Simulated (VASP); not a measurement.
A run of VASP 6.6.1:

File INCAR:

```
SYSTEM = ZnSe
PREC = Accurate
ENCUT = 520
EDIFF = 1E-6
ISMEAR = -1
SIGMA = 0.05
LREAL = .FALSE.
LASPH = .TRUE.
NELM = 100
ALGO = Normal
ISIF = 2
LWAVE = .FALSE.
LCHARG = .FALSE.
GGA = RE
IVDW = 12
NBANDS = 16
```

KPOINTS

```
regular mesh
0
G
  8 8 8
  0 0 0
```

File POSCAR:

```
ZnSe
1.0
    0.0000000000      2.8137232804      2.8137232804
    2.8137232804      0.0000000000      2.8137232804
    2.8137232804      2.8137232804      0.0000000000
Se Zn
1 1
Direct
    0.7500000000      0.7500000000      0.7500000000
    0.0000000000      0.0000000000      0.0000000000
```

Potentials or basis: VASP PAW PBE potentials, release 64 (Se, Zn).

The run is started by

```bash
$ cat potpaw_PBE.64/Se/POTCAR potpaw_PBE.64/Zn/POTCAR > POTCAR
$ mpirun -np 1 vasp_std > vasp.out
```

Hardware: 1 thread of Intel(R) Xeon(R) Platinum 8488C (Sapphire Rapids), with other jobs on the host.

Q: Estimate the wall time of this run.

A: Wall time 23 s on 1 thread of Intel(R) Xeon(R) Platinum 8488C (Sapphire Rapids), on a shared host, peak memory 0.18 GiB. Counts: scf iterations 13, k points 29.
